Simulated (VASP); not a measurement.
Runs of VASP 6.6.1 on CaS. Symmetry: Fm-3m, No. 225, cubic system. The conventional cell has a = 5.696 Å, b = 5.696 Å, c = 5.696 Å, α = 90.00°, β = 90.00°, γ = 90.00°. Within 3.8 Å of Ca (site symmetry m-3m) lie 6 S at 2.85 Å. S (site symmetry m-3m) has 6 Ca at 2.85 Å within 3.8 Å. 

```tsv
level	potentials or basis	k mesh	cutoff (eV)	smearing	gap on the mesh (eV)	pressure (GPa)
PBE	VASP PAW PBE potentials, release 64 (Ca_sv, S)	4 × 4 × 4	500	gaussian 0.01 eV	2.35	(b)
r2SCAN	VASP PAW PBE potentials, release 64 (Ca_sv, S)	6 × 6 × 6	550	gaussian 0.01 eV	2.80	0.3
r2SCAN	VASP PAW PBE potentials, release 64 (Ca_sv, S)	6 × 6 × 6	550	gaussian 0.05 eV	2.80	0.3
LDA	VASP PAW LDA potentials, release 64 (Ca_sv, S)	6 × 6 × 6	500	gaussian 0.01 eV	2.14	-3.9
LDA	VASP PAW LDA potentials, release 64 (Ca_sv, S)	4 × 4 × 4	500	gaussian 0.01 eV	2.13	(a)
```

Alike in all rows: task single point; no spin polarisation; cell as given.

Q: Estimate the missing entries.

A: (a) -3.8; (b) 0.7.

Caveats: some runs use coarse meshes; the PAW data sets were made with another functional, which shifts forces and pressure a little (at least some runs); the cell stands under tension (at least some runs).

A k mesh can miss the band edges.
